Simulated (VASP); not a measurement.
# Ca (Fm-3m) in VASP: settings compared

Aim: see how the results for Ca move with the level of theory and the settings. Levels: RPBE, PBEsol, PBE. Tasks: single point.

All numbers are computed with VASP 6.6.1; they aren't measurements. Logs are shortened: lines on timing, memory, paths and dates and some standing lists are left out, and cuts for length are marked.

### Step 1. The cell of the first run

It takes space group Fm-3m (No. 225, cubic). Conventional cell: a = 4.366 Å, b = 4.366 Å, c = 4.366 Å, α = 90.00°, β = 90.00°, γ = 90.00°. Ca (site symmetry m-3m) has 12 Ca at 3.09 Å within 4.1 Å.

### Step 2. Single point, RPBE, collinear spin

Contents of INCAR:

```
ALGO = Normal ; EDIFF = 1E-6
ENCUT = 500 ; GGA = RP
GGA_COMPAT = False ; ISIF = 2
ISMEAR = -4 ; ISPIN = 2
LASPH = True ; LCHARG = False
LORBIT = 11 ; LREAL = False
LWAVE = False ; MAGMOM = 4.26
NBANDS = 15 ; NELM = 200
NUPDOWN = 5.0 ; PREC = Accurate
SIGMA = 0.1
```

Contents of KPOINTS:

```
k-points
0
Gamma
  4 4 4
```

Contents of POSCAR:

```
Ca
1.0
    0.0000000000      2.1829238453      2.1829238453
    2.1829238453      0.0000000000      2.1829238453
    2.1829238453      2.1829238453      0.0000000000
Ca
1
Direct
    0.0000000000      0.0000000000      0.0000000000
```

Potentials or basis: VASP PAW PBE potentials, release 64 (Ca_sv).

The run is started by

```
$ cat potpaw_PBE.64/Ca_sv/POTCAR > POTCAR
$ mpirun -np 1 vasp_std > vasp.out
```

OUTCAR:

```text
EDIFF = 1E-6
   ENCUT = 500
   GGA = RP
   ISIF = 2
   ISMEAR = -4
   ISPIN = 2
   LASPH = True
   LORBIT = 11
   LREAL = False
   NELM = 200
   NUPDOWN = 5.0
   PREC = Accurate

 ion  position               nearest neighbor table
   1  0.000  0.000  0.000-

  LATTYP: Found a face centered cubic cell.
 ALAT       =     4.3658476906

  Lattice vectors:

 A1 = (   0.0000000000,   2.1829238453,   2.1829238453)
 A2 = (   2.1829238453,   0.0000000000,   2.1829238453)
 A3 = (   2.1829238453,   2.1829238453,   0.0000000000)

Analysis of symmetry for initial positions (statically):
=====================================================================
 Subroutine PRICEL returns:
 Original cell was already a primitive cell.

 Routine SETGRP: Setting up the symmetry group for a
 face centered cubic supercell.

 Subroutine GETGRP returns: Found 48 space group operations
 (whereof 48 operations were pure point group operations)
 out of a pool of 48 trial point group operations.

The static configuration has the point symmetry O_h .

Analysis of symmetry for dynamics (positions and initial velocities):
=====================================================================
 Subroutine PRICEL returns:
 Original cell was already a primitive cell.

 Routine SETGRP: Setting up the symmetry group for a
 face centered cubic supercell.

 Subroutine GETGRP returns: Found 48 space group operations
 (whereof 48 operations were pure point group operations)
 out of a pool of 48 trial point group operations.

The dynamic configuration has the point symmetry O_h .

Analysis of structural, dynamic, and magnetic symmetry:
=====================================================================
 Subroutine PRICEL returns:
 Original cell was already a primitive cell.

 Routine SETGRP: Setting up the symmetry group for a
 face centered cubic supercell.

 Subroutine GETGRP returns: Found 48 space group operations
 (whereof 48 operations were pure point group operations)
 out of a pool of 48 trial point group operations.

The overall configuration has the point symmetry O_h .

 Subroutine INISYM returns: Found 48 space group operations
 (whereof 48 operations are pure point group operations),
 and found     1 'primitive' translations

----------------------------------------------------------------------------------------

                                     Primitive cell

  volume of cell :      20.8039

  direct lattice vectors                    reciprocal lattice vectors
     0.000000000  2.182923845  2.182923845    -0.229050592  0.229050592  0.229050592
     2.182923845  0.000000000  2.182923845     0.229050592 -0.229050592  0.229050592
     2.182923845  2.182923845  0.000000000     0.229050592  0.229050592 -0.229050592

  length of vectors
     3.087120508  3.087120508  3.087120508     0.396727264  0.396727264  0.396727264

  position of ions in fractional coordinates (direct lattice)
     0.000000000  0.000000000  0.000000000

  ion indices of the primitive-cell ions
   primitive index   ion index
                 1           1

----------------------------------------------------------------------------------------

 KPOINTS: k-points

Automatic generation of k-mesh.
 Grid dimensions read from file:
 generate k-points for:    4    4    4

 Generating k-lattice:

  Cartesian coordinates                     Fractional coordinates (reciprocal lattice)
    -0.057262648  0.057262648  0.057262648     0.250000000  0.000000000  0.000000000
     0.057262648 -0.057262648  0.057262648     0.000000000  0.250000000  0.000000000
     0.057262648  0.057262648 -0.057262648     0.000000000  0.000000000  0.250000000

  Length of vectors
     0.099181816  0.099181816  0.099181816

  Shift w.r.t. Gamma in fractional coordinates (k-lattice)
     0.000000000  0.000000000  0.000000000

 TETIRR: Found      9 inequivalent tetrahedra from      384

 Subroutine IBZKPT returns following result:
 ===========================================

 Found      8 irreducible k-points:

 Following reciprocal coordinates:
            Coordinates               Weight
  0.000000  0.000000  0.000000      1.000000
  0.250000  0.000000  0.000000      8.000000
  0.500000  0.000000  0.000000      4.000000
  0.250000  0.250000  0.000000      6.000000
  0.500000  0.250000  0.000000     24.000000
 -0.250000  0.250000  0.000000     12.000000
  0.500000  0.500000  0.000000      3.000000
 -0.250000  0.500000  0.250000      6.000000
   k-points           NKPTS =      8   k-points in BZ     NKDIM =      8   number of bands    NBANDS=     15
   number of dos      NEDOS =    301   number of ions     NIONS =      1
   total plane-waves  NPLWV =  13824
   dimension x,y,z NGX =    24 NGY =   24 NGZ =   24
   dimension x,y,z NGXF=    48 NGYF=   48 NGZF=   48
   ions per type =               1
   NGX,Y,Z   is equivalent  to a cutoff of  12.92, 12.92, 12.92 a.u.
   NGXF,Y,Z  is equivalent  to a cutoff of  25.85, 25.85, 25.85 a.u.
 SYSTEM =  unknown system
   PREC   = accura    normal or accurate (medium, high low for compatibility)
   ISTART =      0    job   : 0-new  1-cont  2-samecut
   ICHARG =      2    charge: 1-file 2-atom 10-const
   ISPIN  =      2    spin polarized calculation?
   LNONCOLLINEAR =      F non collinear calculations
   LSORBIT =      F    spin-orbit coupling
   LASPH  =      T    aspherical Exc in radial PAW
   ENCUT  =  500.0 eV  36.75 Ry    6.06 a.u.   5.63  5.63  5.63*2*pi/ulx,y,z
   NELM   =    200;   NELMIN=  2; NELMDL= -5     # of ELM steps
   EDIFF  = 0.1E-05   stopping-criterion for ELM
   LREAL  =      F    real-space projection
   EDIFFG = 0.1E-04   stopping-criterion for IOM
   NSW    =      0    number of steps for IOM
   IBRION =     -1    ionic relax: 0-MD 1-quasi-New 2-CG
   NFREE  =      0    steps in history (QN), initial steepest desc. (CG)
   ISIF   =      2    stress and relaxation
   ISYM   =      2    0-nonsym 1-usesym 2-fastsym
   POTIM  = 0.5000    time-step for ionic-motion
   TEBEG  =    0.0;   TEEND  =   0.0 temperature during run
   PSTRESS=    0.0 pullay stress
   NELECT =      10.0000    total number of electrons
   NUPDOWN=       5.0000    fix difference up-down
   EMIN   =  10.00;   EMAX   =-10.00  energy-range for DOS
   EFERMI =   0.00;   METHOD = LEGACY
   ISMEAR =    -4;   SIGMA  =   0.10  broadening in eV -4-tet -1-fermi 0-gaus
   EFERMI_NEDOS =   21; number of points for ismear=-14 and -15
   IALGO  =     38    algorithm
   IMIX   =      4    mixing-type and parameters
     AMIX     =   0.40;   BMIX     =  1.00
     AMIX_MAG =   1.60;   BMIX_MAG =  1.00
  volume/ion in A,a.u.               =      20.80       140.39
  Fermi-wavevector in a.u.,A,eV,Ry     =   1.282408  2.423400 22.375740  1.644570
  Thomas-Fermi vector in A             =   2.414721
   LORBIT       =     11    0 simple, 1 ext, 2 COOP (PROOUT), +10 PAW based schemes
   GGA     = RP    functional components
   LHFCALC =     F    Hartree Fock is set to
   AEXX    =    0.0000 exact exchange contribution
   IVDW    =     0    specifies the selected vdW correction
   LEPSILON=     F    determine dielectric tensor
   LRPA    =     F    only Hartree local field effects (RPA)
 spin polarized calculation
 Fermi weights with tetrahedron method witout Bloechl corrections
  energy-cutoff  :      500.00
  volume of cell :       20.80
 maximum number of plane-waves:       544
 NGX is ok and might be reduce to    24
   NGX = 11   NGY = 11   NGZ = 11

 number of electron      10.0000002 magnetization       5.0000249

 Free energy of the ion-electron system (eV)
  ---------------------------------------------------
  ext. energy  EPLUGINS =         0.00000000
  ---------------------------------------------------
  free energy    TOTEN  =        34.86964700 eV

  energy without entropy =       34.86964700  energy(sigma->0) =       34.86964700

 E-fermi : -15.8253     XC(G=0): -10.3048

 val. band max:        7.8065305967   @ k =   0.5000   0.5000   0.0000
 cond. band min:     -15.8509704333   @ k =  -0.2500   0.5000   0.2500
 fundamental gap:    -23.6575010300
 Fermi energy:         7.3445604821

 spin component 1

 k-point     1 :       0.0000    0.0000    0.0000
  band No.  band energies     occupation
      1     -39.0606      1.00000
      2     -19.2281      1.00000
      3     -19.2281      1.00000
      4     -19.2281      1.00000
      5      -0.5123      1.00000
      6       6.2685      1.00000
      7       6.2685      1.00000
      8       6.2685      0.99837
      9       8.2387      0.00000
     10       8.2387      0.00000
     11      17.2964      0.00000
     12      21.6798      0.00000
     13      21.6798      0.00000
     14      21.6798      0.00000
     15      24.5491      0.00000
[... 109 lines left out ...]
 k-point     8 :      -0.2500    0.5000    0.2500
  band No.  band energies     occupation
      1     -38.7718      1.00000
      2     -19.9271      1.00000
      3     -19.9271      1.00000
      4     -19.6238      1.00000
      5       3.4181      1.00000
      6       4.8194      1.00000
      7       4.8194      0.99964
      8       7.5837      0.04444
      9       9.8978      0.00000
     10      13.4710      0.00000
     11      13.4710      0.00000
     12      15.0562      0.00000
     13      15.5885      0.00000
     14      24.7671      0.00000
     15      24.7671      0.00000
 Fermi energy:       -15.8252578628

 spin component 2

 k-point     1 :       0.0000    0.0000    0.0000
  band No.  band energies     occupation
      1     -35.1767      1.00000
      2     -15.4206      0.39995
      3     -15.4206      0.00000
      4     -15.4206      0.00000
      5       2.6087      0.00000
      6       9.5938      0.00000
      7       9.5938      0.00000
      8       9.5938      0.00000
      9      11.6032      0.00000
     10      11.6032      0.00000
     11      20.9948      0.00000
     12      24.5032      0.00000
     13      24.5032      0.00000
     14      24.5032      0.00000
     15      27.8810      0.00000
[... 109 lines left out ...]
 k-point     8 :      -0.2500    0.5000    0.2500
  band No.  band energies     occupation
      1     -34.8657      1.00000
      2     -16.1748      1.00000
      3     -16.1748      1.00000
      4     -15.8510      0.02866
      5       6.4970      0.00000
      6       8.2058      0.00000
      7       8.2058      0.00000
      8      10.8311      0.00000
      9      13.4482      0.00000
     10      16.8209      0.00000
     11      16.8209      0.00000
     12      18.1782      0.00000
     13      19.0411      0.00000
     14      28.1038      0.00000
     15      28.1038      0.00000

------------------------ aborting loop because EDIFF is reached ----------------------------------------

  FORCE on cell =-STRESS in cart. coord.  units (eV):
  Direction    XX          YY          ZZ          XY          YZ          ZX
  --------------------------------------------------------------------------------------
  -------------------------------------------------------------------------------------
  Total        2.5980075      2.5980075      2.5980075      0.0000000      0.0000000     -0.0000000
  in kB      200.0807155    200.0807155    200.0807155      0.0000000      0.0000000     -0.0000000
  external PRESSURE =     200.0807155 kB  Pullay stress =       0.0000000 kB

 VOLUME and BASIS-vectors are now :
 -----------------------------------------------------------------------------
  energy-cutoff  :      500.00
  volume of cell :       20.80
      direct lattice vectors                 reciprocal lattice vectors
     0.000000000  2.182923845  2.182923845    -0.229050592  0.229050592  0.229050592
     2.182923845  0.000000000  2.182923845     0.229050592 -0.229050592  0.229050592
     2.182923845  2.182923845  0.000000000     0.229050592  0.229050592 -0.229050592

 POSITION                                       TOTAL-FORCE (eV/Angst)
 -----------------------------------------------------------------------------------
      0.00000      0.00000      0.00000         0.000000      0.000000      0.000000
 -----------------------------------------------------------------------------------
    total drift:                               -0.000000     -0.000000     -0.000000

  FREE ENERGIE OF THE ION-ELECTRON SYSTEM (eV)
  ---------------------------------------------------
  free  energy   TOTEN  =        34.8696470001 eV

  energy  without entropy=       34.8696470001  energy(sigma->0) =       34.86964700

 total charge

# of ion       s       p       d       tot
------------------------------------------
    1        2.075   4.452   1.712   8.239

 magnetization (x)

# of ion       s       p       d       tot
------------------------------------------
    1        0.107   1.622   1.711   3.439
```

Wall time 4.2 s (1 thread of AMD EPYC 9R45 (Zen 5), shared host); peak memory 0.11 GiB.

What came out:

```
Free energy                                           : 34.8696 eV
Pressure                                              : 20.0 GPa
Net moment                                            : 5.00 μB per cell
Site moments                                          : Ca +3.44 μB
Valence electrons inside the program's atomic spheres : Ca 8.24
```

Caveat: the k points lie up to 0.62 Å⁻¹ apart; the PAW data sets were made with another functional, which shifts forces and pressure a little; the total moment is fixed, so each spin has its own Fermi level.

[end of part 1 of 2]
